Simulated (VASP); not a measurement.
# FeAs2 (Pnnm) in VASP: relaxation of cell and atoms with LDA

Aim: the relaxation of cell and atoms of FeAs2 with LDA.

Everything below comes from runs of VASP 6.6.1. Logs are shortened: lines on timing, memory, paths and dates and some standing lists are left out, and cuts for length are marked.

### 1 The cell of the first run

Symmetry: Pnnm, No. 58, orthorhombic system. Conventional cell: a = 5.202 Å, b = 5.859 Å, c = 2.822 Å, α = 90.00°, β = 90.00°, γ = 90.00°. Within 3.1 Å of Fe (site symmetry 2/m) lie 6 As at 2.31 to 2.33 Å and 2 Fe at 2.82 Å. As (site symmetry m) has 3 Fe at 2.31 to 2.33 Å and 3 As at 2.48 to 2.82 Å within 3.1 Å.

### 2 Relaxation of cell and atoms, LDA

Input file INCAR:

```
PREC = Accurate
ENCUT = 600
EDIFF = 1E-6
ISMEAR = 0
SIGMA = 0.01
LREAL = False
LASPH = True
NELM = 100
ALGO = Normal
ISIF = 3
LWAVE = False
LCHARG = False
IBRION = 2
NSW = 100
EDIFFG = -0.005
```

Input file KPOINTS:

```
Automatic mesh
0
Gamma
  8 6 12
```

Input file POSCAR:

```
FeAs2
1.0
    5.2015475534      0.0000000000      0.0000000000
    0.0000000000      5.8587130430      0.0000000000
    0.0000000000      0.0000000000      2.8218352592
Fe As
2 4
Direct
    0.0000000000      0.0000000000      0.0000000000
    0.5000000000      0.5000000000      0.5000000000
    0.1797373620      0.3603586798      0.0000000000
    0.8202626380      0.6396413202      0.0000000000
    0.6797373620      0.1396413202      0.5000000000
    0.3202626380      0.8603586798      0.5000000000
```

Potentials or basis: VASP PAW LDA potentials, release 64 (Fe, As).

Started as:

```bash
$ cat potpaw_LDA.64/Fe/POTCAR potpaw_LDA.64/As/POTCAR > POTCAR
$ mpirun -np 1 vasp_std > vasp.out
```

OUTCAR:

```text
PREC = Accurate
   ENCUT = 600
   EDIFF = 1E-6
   ISMEAR = 0
   LREAL = False
   LASPH = True
   NELM = 100
   ISIF = 3
   IBRION = 2
   NSW = 100
   EDIFFG = -0.005

 ion  position               nearest neighbor table
   1  0.000  0.000  0.000-   3 2.31   4 2.31   5 2.33   6 2.33   5 2.33   6 2.33
   2  0.500  0.500  0.500-   5 2.31   6 2.31   3 2.33   4 2.33   3 2.33   4 2.33
   3  0.180  0.360  0.000-   1 2.31   2 2.33   2 2.33   4 2.48
   4  0.820  0.640  0.000-   1 2.31   2 2.33   2 2.33   3 2.48
   5  0.680  0.140  0.500-   2 2.31   1 2.33   1 2.33   6 2.48
   6  0.320  0.860  0.500-   2 2.31   1 2.33   1 2.33   5 2.48

  LATTYP: Found a simple orthorhombic cell.
 ALAT       =     2.8218352592
 B/A-ratio  =     1.8433207738
 C/A-ratio  =     2.0762066190

  Lattice vectors:

 A1 = (   0.0000000000,   0.0000000000,   2.8218352592)
 A2 = (   5.2015475534,   0.0000000000,   0.0000000000)
 A3 = (   0.0000000000,   5.8587130430,   0.0000000000)

Analysis of symmetry for initial positions (statically):
=====================================================================
 Subroutine PRICEL returns:
 Original cell was already a primitive cell.

 Routine SETGRP: Setting up the symmetry group for a
 simple orthorhombic supercell.

 Subroutine GETGRP returns: Found  8 space group operations
 (whereof  4 operations were pure point group operations)
 out of a pool of  8 trial point group operations.

The static configuration has the point symmetry C_2h.
 The point group associated with its full space group is D_2h.

Analysis of symmetry for dynamics (positions and initial velocities):
=====================================================================
 Subroutine PRICEL returns:
 Original cell was already a primitive cell.

 Routine SETGRP: Setting up the symmetry group for a
 simple orthorhombic supercell.

 Subroutine GETGRP returns: Found  8 space group operations
 (whereof  4 operations were pure point group operations)
 out of a pool of  8 trial point group operations.

The dynamic configuration has the point symmetry C_2h.
 The point group associated with its full space group is D_2h.

 Subroutine INISYM returns: Found  8 space group operations
 (whereof  4 operations are pure point group operations),
 and found     1 'primitive' translations

----------------------------------------------------------------------------------------

                                     Primitive cell

  volume of cell :      85.9937

  direct lattice vectors                    reciprocal lattice vectors
     5.201547553  0.000000000  0.000000000     0.192250477  0.000000000  0.000000000
     0.000000000  5.858713043  0.000000000     0.000000000  0.170685950  0.000000000
     0.000000000  0.000000000  2.821835259     0.000000000  0.000000000  0.354379299

  length of vectors
     5.201547553  5.858713043  2.821835259     0.192250477  0.170685950  0.354379299

  position of ions in fractional coordinates (direct lattice)
     0.000000000  0.000000000  0.000000000
     0.500000000  0.500000000  0.500000000
     0.179737362  0.360358680  0.000000000
     0.820262638  0.639641320  0.000000000
     0.679737362  0.139641320  0.500000000
     0.320262638  0.860358680  0.500000000

  ion indices of the primitive-cell ions
   primitive index   ion index
                 1           1
                 2           2
                 3           3
                 4           4
                 5           5
                 6           6

----------------------------------------------------------------------------------------

 KPOINTS: Automatic mesh

Automatic generation of k-mesh.
 Grid dimensions read from file:
 generate k-points for:    8    6   12

 Generating k-lattice:

  Cartesian coordinates                     Fractional coordinates (reciprocal lattice)
     0.024031310  0.000000000  0.000000000     0.125000000  0.000000000  0.000000000
     0.000000000  0.028447658  0.000000000     0.000000000  0.166666667  0.000000000
     0.000000000  0.000000000  0.029531608     0.000000000  0.000000000  0.083333333

  Length of vectors
     0.024031310  0.028447658  0.029531608

  Shift w.r.t. Gamma in fractional coordinates (k-lattice)
     0.000000000  0.000000000  0.000000000

 Subroutine IBZKPT returns following result:
 ===========================================

 Found    140 irreducible k-points:

 Following reciprocal coordinates:
            Coordinates               Weight
  0.000000  0.000000  0.000000      1.000000
  0.125000  0.000000  0.000000      2.000000
  0.250000  0.000000  0.000000      2.000000
  0.375000  0.000000  0.000000      2.000000
  0.500000  0.000000  0.000000      1.000000
  0.000000  0.166667  0.000000      2.000000
[... 16 lines left out ...]
  0.250000  0.000000  0.083333      4.000000
  0.375000  0.000000  0.083333      4.000000
 [... further k-points ...]
   k-points           NKPTS =    140   k-points in BZ     NKDIM =    140   number of bands    NBANDS=     22
   number of dos      NEDOS =    301   number of ions     NIONS =      6
   total plane-waves  NPLWV =  48384
   dimension x,y,z NGX =    42 NGY =   48 NGZ =   24
   dimension x,y,z NGXF=    84 NGYF=   96 NGZF=   48
   ions per type =               2   4
   NGX,Y,Z   is equivalent  to a cutoff of  13.42, 13.62, 14.14 a.u.
   NGXF,Y,Z  is equivalent  to a cutoff of  26.85, 27.24, 28.28 a.u.
 SYSTEM =  unknown system
   PREC   = accura    normal or accurate (medium, high low for compatibility)
   ISTART =      0    job   : 0-new  1-cont  2-samecut
   ICHARG =      2    charge: 1-file 2-atom 10-const
   ISPIN  =      1    spin polarized calculation?
   LNONCOLLINEAR =      F non collinear calculations
   LSORBIT =      F    spin-orbit coupling
   LASPH  =      T    aspherical Exc in radial PAW
   ENCUT  =  600.0 eV  44.10 Ry    6.64 a.u.  10.39 11.70  5.64*2*pi/ulx,y,z
   NELM   =    100;   NELMIN=  2; NELMDL= -5     # of ELM steps
   EDIFF  = 0.1E-05   stopping-criterion for ELM
   LREAL  =      F    real-space projection
   EDIFFG = -.5E-02   stopping-criterion for IOM
   NSW    =    100    number of steps for IOM
   IBRION =      2    ionic relax: 0-MD 1-quasi-New 2-CG
   NFREE  =      1    steps in history (QN), initial steepest desc. (CG)
   ISIF   =      3    stress and relaxation
   ISYM   =      2    0-nonsym 1-usesym 2-fastsym
   POTIM  = 0.5000    time-step for ionic-motion
   TEBEG  =    0.0;   TEEND  =   0.0 temperature during run
   PSTRESS=    0.0 pullay stress
   NELECT =      36.0000    total number of electrons
   NUPDOWN=      -1.0000    fix difference up-down
   EMIN   =  10.00;   EMAX   =-10.00  energy-range for DOS
   EFERMI =   0.00;   METHOD = LEGACY
   ISMEAR =     0;   SIGMA  =   0.01  broadening in eV -4-tet -1-fermi 0-gaus
   EFERMI_NEDOS =   21; number of points for ismear=-14 and -15
   IALGO  =     38    algorithm
   IMIX   =      4    mixing-type and parameters
     AMIX     =   0.40;   BMIX     =  1.00
     AMIX_MAG =   1.60;   BMIX_MAG =  1.00
  volume/ion in A,a.u.               =      14.33        96.72
  Fermi-wavevector in a.u.,A,eV,Ry     =   1.224673  2.314297 20.406347  1.499824
  Thomas-Fermi vector in A             =   2.359739
   LORBIT       =      0    0 simple, 1 ext, 2 COOP (PROOUT), +10 PAW based schemes
   GGA     = CA    functional components
   LHFCALC =     F    Hartree Fock is set to
   AEXX    =    0.0000 exact exchange contribution
   IVDW    =     0    specifies the selected vdW correction
   LEPSILON=     F    determine dielectric tensor
   LRPA    =     F    only Hartree local field effects (RPA)
 conjugate gradient relaxation of ions
 non-spin polarized calculation
 Gauss-broadening in eV      SIGMA  =   0.01
  energy-cutoff  :      600.00
  volume of cell :       85.99
 maximum number of plane-waves:      2896
 NGX is ok and might be reduce to    42
   NGX = 21   NGY = 23   NGZ = 11

--------------------------------------- Ionic step        1  -------------------------------------------

 number of electron      36.0000004 magnetization

 Free energy of the ion-electron system (eV)
  ---------------------------------------------------
  ext. energy  EPLUGINS =         0.00000000
  ---------------------------------------------------
  free energy    TOTEN  =       -42.55337996 eV

  energy without entropy =      -42.55337996  energy(sigma->0) =      -42.55337996

------------------------ aborting loop because EDIFF is reached ----------------------------------------

  FORCE on cell =-STRESS in cart. coord.  units (eV):
  Direction    XX          YY          ZZ          XY          YZ          ZX
  --------------------------------------------------------------------------------------
  -------------------------------------------------------------------------------------
  Total        0.4995420      0.3496098      0.2960779      0.0000000      0.0000000      0.0000000
  in kB        9.3071380      6.5136990      5.5163280      0.0000000      0.0000000      0.0000000
  external PRESSURE =       7.1123884 kB  Pullay stress =       0.0000000 kB
[... 145 lines left out ...]
  energy  without entropy=      -42.5543215024  energy(sigma->0) =      -42.55432150

--------------------------------------- Ionic step        5  -------------------------------------------

 number of electron      36.0000005 magnetization

 Free energy of the ion-electron system (eV)
  ---------------------------------------------------
  ext. energy  EPLUGINS =         0.00000000
  ---------------------------------------------------
  free energy    TOTEN  =       -42.55432488 eV

  energy without entropy =      -42.55432488  energy(sigma->0) =      -42.55432488

 E-fermi :   7.1927     XC(G=0): -12.0112

 val. band max:        7.1504965105   @ k =   0.5000   0.5000   0.5000
 cond. band min:       7.3501280188   @ k =   0.0000   0.0000   0.3333
 fundamental gap:      0.1996315083
 Fermi energy:         7.1927184209

 k-point     1 :       0.0000    0.0000    0.0000
  band No.  band energies     occupation
      1      -7.6575      2.00000
      2      -4.8544      2.00000
      3      -4.0102      2.00000
      4      -3.5010      2.00000
      5       0.5472      2.00000
      6       1.4805      2.00000
[... 574 lines left out ...]
      6       0.8967      2.00000
[... 14 lines left out ...]
     21      10.3557      0.00000
     22      11.2489      0.00000

 [... further k-points ...]
[... 5 lines left out ...]
  --------------------------------------------------------------------------------------
  -------------------------------------------------------------------------------------
  Total       -0.0151576      0.0029904     -0.0073424     -0.0000000      0.0000000      0.0000000
  in kB       -0.2812976      0.0554965     -0.1362616     -0.0000000      0.0000000      0.0000000
  external PRESSURE =      -0.1206875 kB  Pullay stress =       0.0000000 kB
[... 21 lines left out ...]
  FREE ENERGIE OF THE ION-ELECTRON SYSTEM (eV)
  ---------------------------------------------------
  free  energy   TOTEN  =       -42.5543248792 eV

  energy  without entropy=      -42.5543248792  energy(sigma->0) =      -42.55432488

 reached required accuracy - stopping structural energy minimisation
```

Wall time 6.2 min (1 thread of Intel Xeon 6975P-C (Granite Rapids), shared host); peak memory 0.42 GiB.

What came out:

```yaml
Free_energy: -42.5543 eV
Relaxed_volume: 14.39 Å³/atom
Relaxed_cell: a = 5.212 Å, b = 5.865 Å, c = 2.825 Å, α = 90.00°, β = 90.00°, γ = 90.00°
Space_group_after_relaxing_to_0.1_Å: Pnnm (No. 58)
Energy_gained_by_relaxing: 0.2 meV/atom
Ionic_steps: 5
Pressure_after_relaxing: 0.0 GPa
Band_gap_on_the_k_mesh: 0.20 eV (least direct gap 0.50 eV)
```

The path:
| step | energy change (eV) | largest force (eV/Å) | pressure (GPa) | volume (Å³) |
| --- | --- | --- | --- | --- |
| 1 | 0.0000 | 0.0361 | 0.71 | 85.99 |
| 2 | 0.0004 | 0.0200 | -0.92 | 86.79 |
| 3 | -0.0009 | 0.0238 | -0.03 | 86.35 |
| 4 | -0.0009 | 0.0063 | 0.00 | 86.34 |
| 5 | -0.0009 | 0.0015 | -0.01 | 86.33 |

Final structure:
```yaml
crystal:
  lattice:
    - [5.21195, 0.00000, 0.00000]
    - [0.00000, 5.86454, 0.00000]
    - [0.00000, 0.00000, 2.82451]
  atoms:
    - { symbol: Fe, position: [0.00000, 0.00000, 0.00000] }
    - { symbol: Fe, position: [0.50000, 0.50000, 0.50000] }
    - { symbol: As, position: [0.17996, 0.36006, 0.00000] }
    - { symbol: As, position: [0.82004, 0.63994, 0.00000] }
    - { symbol: As, position: [0.67996, 0.13994, 0.50000] }
    - { symbol: As, position: [0.32004, 0.86006, 0.50000] }
```

Levels at points of the mesh, in eV from the valence-band top:
| k point | band 14 | band 15 | band 16 | band 17 | band 18 | band 19 | band 20 | band 21 | band 22 |
| --- | --- | --- | --- | --- | --- | --- | --- | --- | --- |
| (0.00, 0.00, 0.00) | -1.26 | -0.70 | -0.27 | -0.27 | -0.18 | 1.67 | 2.66 | 4.30 | 4.89 |
| (0.50, 0.00, 0.00) | -1.31 | -0.66 | -0.66 | -0.28 | -0.28 | 3.24 | 3.24 | 3.89 | 3.89 |
| (0.00, 0.50, 0.00) | -1.24 | -0.31 | -0.31 | -0.31 | -0.31 | 2.54 | 2.54 | 3.07 | 3.07 |
| (0.50, 0.50, 0.00) | -1.37 | -1.12 | -1.12 | -0.22 | -0.22 | 1.45 | 1.45 | 4.40 | 4.40 |
| (0.00, 0.00, 0.50) | -2.48 | -1.11 | -1.11 | -0.41 | -0.41 | 0.52 | 0.52 | 1.96 | 1.96 |
| (0.50, 0.00, 0.50) | -2.19 | -1.08 | -1.08 | -0.55 | -0.55 | 0.80 | 0.80 | 1.83 | 1.83 |
| (0.00, 0.50, 0.50) | -1.61 | -1.15 | -1.15 | -0.42 | -0.42 | 0.48 | 0.48 | 0.96 | 0.96 |
| (0.50, 0.50, 0.50) | -1.33 | -0.99 | -0.99 | 0.00 | 0.00 | 0.54 | 0.54 | 2.54 | 2.54 |

Caveat: semilocal functionals underestimate gaps, and a narrow one can read as zero.
